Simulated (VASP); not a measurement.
# SrTiO3 (Pm-3m) in VASP: a series of runs

SrTiO3 is run at these levels: PBE+D3(BJ); tasks: single point, relaxation of cell and atoms.

All numbers are computed with VASP 6.6.1; they aren't measurements. Logs are shortened: lines on timing, memory, paths and dates and some standing lists are left out, and cuts for length are marked.

## 1. The cell of the first run

It takes space group Pm-3m (No. 221, cubic). The conventional cell has a = 3.910 Å, b = 3.910 Å, c = 3.910 Å, α = 90.00°, β = 90.00°, γ = 90.00°. Sr (site symmetry m-3m) has 12 O at 2.76 Å and 8 Ti at 3.39 Å within 3.6 Å. Ti (site symmetry m-3m) has 6 O at 1.95 Å within 2.6 Å. O (site symmetry 4/mmm) has 2 Ti at 1.95 Å within 2.6 Å.

## 2. Single point, PBE+D3(BJ)

Contents of INCAR:

```
SYSTEM = SrTiO3
ALGO = Normal
EDIFF = 1E-7
ENCUT = 520
GGA = PE
ISIF = 2
ISMEAR = 0
IVDW = 12
LASPH = .True.
LCHARG = .False.
LREAL = .False.
LWAVE = .False.
NBANDS = 28
NELM = 100
PREC = Accurate
SIGMA = 0.02
```

Contents of KPOINTS:

```
k-points
0
Gamma
  8 8 8
  0 0 0
```

Contents of POSCAR:

```
SrTiO3
1.0
    3.9098526222      0.0000000000      0.0000000000
    0.0000000000      3.9098526222      0.0000000000
    0.0000000000      0.0000000000      3.9098526222
Sr Ti O
1 1 3
Direct
    0.5000000000      0.5000000000      0.5000000000
    0.0000000000      0.0000000000      0.0000000000
    0.5000000000      0.0000000000      0.0000000000
    0.0000000000      0.5000000000      0.0000000000
    0.0000000000      0.0000000000      0.5000000000
```

Potentials or basis: VASP PAW PBE potentials, release 64 (Sr_sv, Ti_sv, O).

Command:

```
cat potpaw_PBE.64/Sr_sv/POTCAR potpaw_PBE.64/Ti_sv/POTCAR potpaw_PBE.64/O/POTCAR > POTCAR
mpirun -np 1 vasp_std > vasp.out
```

OUTCAR:

```text
SYSTEM = SrTiO3
   EDIFF = 1E-7
   ENCUT = 520
   GGA = PE
   ISIF = 2
   ISMEAR = 0
   IVDW = 12
   LASPH = .True.
   LREAL = .False.
   NELM = 100
   PREC = Accurate
 IVDW          = 12

 ion  position               nearest neighbor table
   1  0.500  0.500  0.500-   3 2.76   4 2.76   5 2.76   3 2.76   4 2.76   3 2.76   5 2.76   3 2.76
                             4 2.76   5 2.76   4 2.76   5 2.76   2 3.39   2 3.39   2 3.39   2 3.39
   2  0.000  0.000  0.000-   3 1.95   4 1.95   5 1.95   5 1.95   4 1.95   3 1.95   1 3.39   1 3.39
                             1 3.39   1 3.39   1 3.39   1 3.39   1 3.39   1 3.39
   3  0.500  0.000  0.000-   2 1.95   2 1.95   1 2.76   1 2.76   1 2.76   1 2.76
   4  0.000  0.500  0.000-   2 1.95   2 1.95   1 2.76   1 2.76   1 2.76   1 2.76
   5  0.000  0.000  0.500-   2 1.95   2 1.95   1 2.76   1 2.76   1 2.76   1 2.76

  LATTYP: Found a simple cubic cell.
 ALAT       =     3.9098526222

  Lattice vectors:

 A1 = (   3.9098526222,   0.0000000000,   0.0000000000)
 A2 = (   0.0000000000,   3.9098526222,   0.0000000000)
 A3 = (   0.0000000000,   0.0000000000,   3.9098526222)

Analysis of symmetry for initial positions (statically):
=====================================================================
 Subroutine PRICEL returns:
 Original cell was already a primitive cell.

 Routine SETGRP: Setting up the symmetry group for a
 simple cubic supercell.

 Subroutine GETGRP returns: Found 48 space group operations
 (whereof 48 operations were pure point group operations)
 out of a pool of 48 trial point group operations.

The static configuration has the point symmetry O_h .

Analysis of symmetry for dynamics (positions and initial velocities):
=====================================================================
 Subroutine PRICEL returns:
 Original cell was already a primitive cell.

 Routine SETGRP: Setting up the symmetry group for a
 simple cubic supercell.

 Subroutine GETGRP returns: Found 48 space group operations
 (whereof 48 operations were pure point group operations)
 out of a pool of 48 trial point group operations.

The dynamic configuration has the point symmetry O_h .

 Subroutine INISYM returns: Found 48 space group operations
 (whereof 48 operations are pure point group operations),
 and found     1 'primitive' translations

----------------------------------------------------------------------------------------

                                     Primitive cell

  volume of cell :      59.7697

  direct lattice vectors                    reciprocal lattice vectors
     3.909852622  0.000000000  0.000000000     0.255764116  0.000000000  0.000000000
     0.000000000  3.909852622  0.000000000     0.000000000  0.255764116  0.000000000
     0.000000000  0.000000000  3.909852622     0.000000000  0.000000000  0.255764116

  length of vectors
     3.909852622  3.909852622  3.909852622     0.255764116  0.255764116  0.255764116

  position of ions in fractional coordinates (direct lattice)
     0.500000000  0.500000000  0.500000000
     0.000000000  0.000000000  0.000000000
     0.500000000  0.000000000  0.000000000
     0.000000000  0.500000000  0.000000000
     0.000000000  0.000000000  0.500000000

  ion indices of the primitive-cell ions
   primitive index   ion index
                 1           1
                 2           2
                 3           3
                 4           4
                 5           5

----------------------------------------------------------------------------------------

 KPOINTS: k-points

Automatic generation of k-mesh.
 Grid dimensions read from file:
 generate k-points for:    8    8    8

 Generating k-lattice:

  Cartesian coordinates                     Fractional coordinates (reciprocal lattice)
     0.031970515  0.000000000  0.000000000     0.125000000  0.000000000  0.000000000
     0.000000000  0.031970515  0.000000000     0.000000000  0.125000000  0.000000000
     0.000000000  0.000000000  0.031970515     0.000000000  0.000000000  0.125000000

  Length of vectors
     0.031970515  0.031970515  0.031970515

  Shift w.r.t. Gamma in fractional coordinates (k-lattice)
     0.000000000  0.000000000  0.000000000

 Subroutine IBZKPT returns following result:
 ===========================================

 Found     35 irreducible k-points:

 Following reciprocal coordinates:
            Coordinates               Weight
  0.000000  0.000000  0.000000      1.000000
  0.125000  0.000000  0.000000      6.000000
  0.250000  0.000000  0.000000      6.000000
  0.375000  0.000000  0.000000      6.000000
  0.500000  0.000000  0.000000      3.000000
  0.125000  0.125000  0.000000     12.000000
[... 16 lines left out ...]
  0.375000  0.375000  0.125000     24.000000
  0.500000  0.375000  0.125000     24.000000
 [... further k-points ...]
   k-points           NKPTS =     35   k-points in BZ     NKDIM =     35   number of bands    NBANDS=     28
   number of dos      NEDOS =    301   number of ions     NIONS =      5
   total plane-waves  NPLWV =  27000
   dimension x,y,z NGX =    30 NGY =   30 NGZ =   30
   dimension x,y,z NGXF=    60 NGYF=   60 NGZF=   60
   ions per type =               1   1   3
   NGX,Y,Z   is equivalent  to a cutoff of  12.76, 12.76, 12.76 a.u.
   NGXF,Y,Z  is equivalent  to a cutoff of  25.51, 25.51, 25.51 a.u.
 SYSTEM =  SrTiO3
   PREC   = accura    normal or accurate (medium, high low for compatibility)
   ISTART =      0    job   : 0-new  1-cont  2-samecut
   ICHARG =      2    charge: 1-file 2-atom 10-const
   ISPIN  =      1    spin polarized calculation?
   LNONCOLLINEAR =      F non collinear calculations
   LSORBIT =      F    spin-orbit coupling
   LASPH  =      T    aspherical Exc in radial PAW
   ENCUT  =  520.0 eV  38.22 Ry    6.18 a.u.   7.27  7.27  7.27*2*pi/ulx,y,z
   NELM   =    100;   NELMIN=  2; NELMDL= -5     # of ELM steps
   EDIFF  = 0.1E-06   stopping-criterion for ELM
   LREAL  =      F    real-space projection
   EDIFFG = 0.1E-05   stopping-criterion for IOM
   NSW    =      0    number of steps for IOM
   IBRION =     -1    ionic relax: 0-MD 1-quasi-New 2-CG
   NFREE  =      0    steps in history (QN), initial steepest desc. (CG)
   ISIF   =      2    stress and relaxation
   ISYM   =      2    0-nonsym 1-usesym 2-fastsym
   POTIM  = 0.5000    time-step for ionic-motion
   TEBEG  =    0.0;   TEEND  =   0.0 temperature during run
   PSTRESS=    0.0 pullay stress
   NELECT =      40.0000    total number of electrons
   NUPDOWN=      -1.0000    fix difference up-down
   EMIN   =  10.00;   EMAX   =-10.00  energy-range for DOS
   EFERMI =   0.00;   METHOD = LEGACY
   ISMEAR =     0;   SIGMA  =   0.02  broadening in eV -4-tet -1-fermi 0-gaus
   EFERMI_NEDOS =   21; number of points for ismear=-14 and -15
   IALGO  =     38    algorithm
   IMIX   =      4    mixing-type and parameters
     AMIX     =   0.40;   BMIX     =  1.00
     AMIX_MAG =   1.60;   BMIX_MAG =  1.00
  volume/ion in A,a.u.               =      11.95        80.67
  Fermi-wavevector in a.u.,A,eV,Ry     =   1.431972  2.706034 27.899331  2.050543
  Thomas-Fermi vector in A             =   2.551650
   LORBIT       =      0    0 simple, 1 ext, 2 COOP (PROOUT), +10 PAW based schemes
   GGA     = PE    functional components
   LHFCALC =     F    Hartree Fock is set to
   AEXX    =    0.0000 exact exchange contribution
   IVDW    =    12    specifies the selected vdW correction
   LEPSILON=     F    determine dielectric tensor
   LRPA    =     F    only Hartree local field effects (RPA)
 non-spin polarized calculation
 Gauss-broadening in eV      SIGMA  =   0.02
  energy-cutoff  :      520.00
  volume of cell :       59.77
 maximum number of plane-waves:      1640
 NGX is ok and might be reduce to    30
   NGX = 15   NGY = 15   NGZ = 15

 number of electron      40.0000002 magnetization

 Free energy of the ion-electron system (eV)
  ---------------------------------------------------
  ext. energy  EPLUGINS =         0.00000000
  ---------------------------------------------------
  free energy    TOTEN  =       -40.08334785 eV

  energy without entropy =      -40.08334785  energy(sigma->0) =      -40.08334785

 E-fermi :   4.4078     XC(G=0): -11.2512

 val. band max:        4.1347751701   @ k =   0.5000   0.5000   0.5000
 cond. band min:       5.9840912552   @ k =   0.0000   0.0000   0.0000
 fundamental gap:      1.8493160851
 Fermi energy:         4.4078310681

 k-point     1 :       0.0000    0.0000    0.0000
  band No.  band energies     occupation
      1     -52.3448      2.00000
      2     -28.6665      2.00000
      3     -28.5886      2.00000
      4     -28.5886      2.00000
      5     -28.5886      2.00000
      6     -13.2800      2.00000
[... 20 lines left out ...]
     27       9.5334      0.00000
     28      10.3136      0.00000

 k-point     2 :       0.1250    0.0000    0.0000
  band No.  band energies     occupation
      1     -52.3446      2.00000
      2     -28.6846      2.00000
      3     -28.5882      2.00000
      4     -28.5882      2.00000
      5     -28.5774      2.00000
      6     -13.2862      2.00000
[... 20 lines left out ...]
     27       9.8085      0.00000
     28      10.6849      0.00000

 k-point     3 :       0.2500    0.0000    0.0000
  band No.  band energies     occupation
      1     -52.3441      2.00000
      2     -28.7199      2.00000
      3     -28.5872      2.00000
      4     -28.5872      2.00000
      5     -28.5586      2.00000
      6     -13.3499      2.00000
[... 20 lines left out ...]
     27      10.4687      0.00000
     28      11.6985      0.00000

 k-point     4 :       0.3750    0.0000    0.0000
  band No.  band energies     occupation
      1     -52.3435      2.00000
      2     -28.7504      2.00000
      3     -28.5862      2.00000
      4     -28.5862      2.00000
      5     -28.5442      2.00000
      6     -13.4540      2.00000
[... 578 lines left out ...]
     27      12.2535      0.00000
     28      12.5277      0.00000

 k-point    23 :       0.3750    0.3750    0.1250
  band No.  band energies     occupation
      1     -52.3420      2.00000
      2     -28.6895      2.00000
      3     -28.6461      2.00000
      4     -28.5960      2.00000
      5     -28.5823      2.00000
      6     -12.8751      2.00000
[... 20 lines left out ...]
     27      12.3131      0.00000
     28      12.7563      0.00000

 k-point    24 :       0.5000    0.3750    0.1250
  band No.  band energies     occupation
      1     -52.3418      2.00000
      2     -28.6831      2.00000
      3     -28.6457      2.00000
      4     -28.5980      2.00000
      5     -28.5938      2.00000
      6     -12.7868      2.00000
[... 20 lines left out ...]
     27      12.3557      0.00000
     28      12.8624      0.00000

 [... further k-points ...]

------------------------ aborting loop because EDIFF is reached ----------------------------------------

 Edisp (eV)   -1.32243

 E8    (eV) :    -0.5793

  FORCE on cell =-STRESS in cart. coord.  units (eV):
  Direction    XX          YY          ZZ          XY          YZ          ZX
  --------------------------------------------------------------------------------------
  -------------------------------------------------------------------------------------
  Total       0.24187     0.24187     0.24187    -0.00000     0.00000     0.00000
  in kB       6.48341     6.48341     6.48341    -0.00000     0.00000     0.00000
  external pressure =        6.48 kB  Pullay stress =        0.00 kB

 VOLUME and BASIS-vectors are now :
 -----------------------------------------------------------------------------
  energy-cutoff  :      520.00
  volume of cell :       59.77
      direct lattice vectors                 reciprocal lattice vectors
     3.909852622  0.000000000  0.000000000     0.255764116  0.000000000  0.000000000
     0.000000000  3.909852622  0.000000000     0.000000000  0.255764116  0.000000000
     0.000000000  0.000000000  3.909852622     0.000000000  0.000000000  0.255764116

 POSITION                                       TOTAL-FORCE (eV/Angst)
 -----------------------------------------------------------------------------------
      1.95493      1.95493      1.95493         0.000000      0.000000      0.000000
      0.00000      0.00000      0.00000         0.000000      0.000000      0.000000
      1.95493      0.00000      0.00000         0.000000      0.000000      0.000000
      0.00000      1.95493      0.00000         0.000000      0.000000      0.000000
      0.00000      0.00000      1.95493         0.000000      0.000000      0.000000
 -----------------------------------------------------------------------------------
    total drift:                                0.000000     -0.000000      0.000000

  FREE ENERGIE OF THE ION-ELECTRON SYSTEM (eV)
  ---------------------------------------------------
  free  energy   TOTEN  =       -41.4057762190 eV

  energy  without entropy=      -41.4057762190  energy(sigma->0) =      -41.40577622
```

Run time: 2.5 min. Hardware: 1 thread of AMD EPYC 7R13, shared host; peak memory 0.19 GiB.

Results:

* Free energy: -41.4058 eV
* Pressure: 0.6 GPa
* Band gap on the k mesh: 1.85 eV, indirect (least direct gap 2.21 eV)
* Dispersion energy per atom: -0.264 eV

A k mesh can miss the band edges.

[end of part 1 of 2]
